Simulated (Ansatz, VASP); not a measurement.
## Two plane-wave programs on CoW2

```xyz
6
Lattice="0.0000 3.4877 3.4877 3.4877 0.0000 3.4877 3.4877 3.4877 0.0000" Properties=species:S:1:pos:R:3 pbc="T T T"
Co    0.0000    0.0000    0.0000
Co    1.7439    1.7439    1.7439
W     4.3597    4.3597    4.3597
W     4.3597    2.6158    2.6158
W     2.6158    2.6158    4.3597
W     2.6158    4.3597    2.6158
```

Alike in both runs: task relaxation of cell and atoms; functional PBE; k mesh 4 × 4 × 4; occupations gaussian, width 0.1 eV; collinear spin.

|  | VASP | Ansatz |
| --- | --- | --- |
| version | VASP 6.6.1 | Ansatz 0.2.0 |
| potentials or method | VASP PAW PBE potentials, release 64 (Co, W_sv), cutoff 600 eV | scalar-relativistic, plane waves, PAW |
| valence electrons in the cell | 74 | 90 |

```csv
,VASP,Ansatz,Ansatz less VASP
"gap on the k mesh at the Fermi level, each at its own relaxed structure (eV)",none,none,-
net moment per atom (μB),0.00,0.46,+0.463
size of the moment on the site where the two differ most (μB),0.00,1.40,+1.399
relaxed volume (Å³/atom),16.08,16.18,+0.103
relaxed cell length with the largest relative difference (Å),5.148,5.159,+0.0110
```

The net moments are unlike, so the other rows may belong to different states. Site moments also hang on the region over which each program counts them. A gap of «none» marks a metal or a gap that the smearing closes. VASP's potentials hold 74 valence electrons a cell and Ansatz's 90, so a difference there can come from the potentials and not from the codes.

The k mesh is coarse, so the values compare programs but aren't converged. Neither program's run includes spin-orbit coupling.
